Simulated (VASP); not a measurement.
Runs of VASP 6.6.1 on B4MoRu. The structure is that of space group P6/mmm (No. 191), or close to it. The cells are those of the table. 

```tsv
task	spin	cell	k mesh	cutoff (eV)	gap on the mesh (eV)	pressure (GPa)	relaxed volume (Å³/atom)	largest force (eV/Å)
relaxation of cell and atoms	off	relaxed from a = 3.009, b = 3.009, c = 6.685 Å, angles 90.0, 90.0, 120.0°, 6 atoms	12 × 12 × 6	600	none	0.0	8.75	-
single point	off	a = 3.009, b = 3.009, c = 6.685 Å, angles 90.0, 90.0, 120.0°, 6 atoms	6 × 6 × 4	520	none	0.3	-	0.01
single point	collinear, ferromagnetic start	a = 3.009, b = 3.009, c = 6.685 Å, angles 90.0, 90.0, 120.0°, 6 atoms	6 × 6 × 4	520	none	0.3	-	0.02
single point	off	a = 3.003, b = 3.003, c = 6.718 Å, angles 90.0, 90.0, 120.0°, 6 atoms	12 × 12 × 6	520	none	0.3	-	0.01
single point	off	a = 3.086, b = 3.086, c = 6.598 Å, angles 90.0, 90.0, 120.0°, 6 atoms	6 × 6 × 4	520	none	-9.8	-	(a)
relaxation of cell and atoms	off	relaxed from a = 3.086, b = 3.086, c = 6.598 Å, angles 90.0, 90.0, 120.0°, 6 atoms	6 × 6 × 4	600	none	0.4	8.73	0.02
```

Alike in all rows: level PBE; potentials or basis VASP PAW PBE potentials, release 64 (B, Mo_sv, Ru_pv); smearing gaussian 0.1 eV.

Problem. Estimate the missing entries.

Solution. (a) 0.67.

Caveats: some runs use coarse meshes.

A k mesh can miss the band edges, and the runs leave out spin-orbit coupling on Mo, Ru.

A gap of «none» marks levels without a gap at the run's occupations.
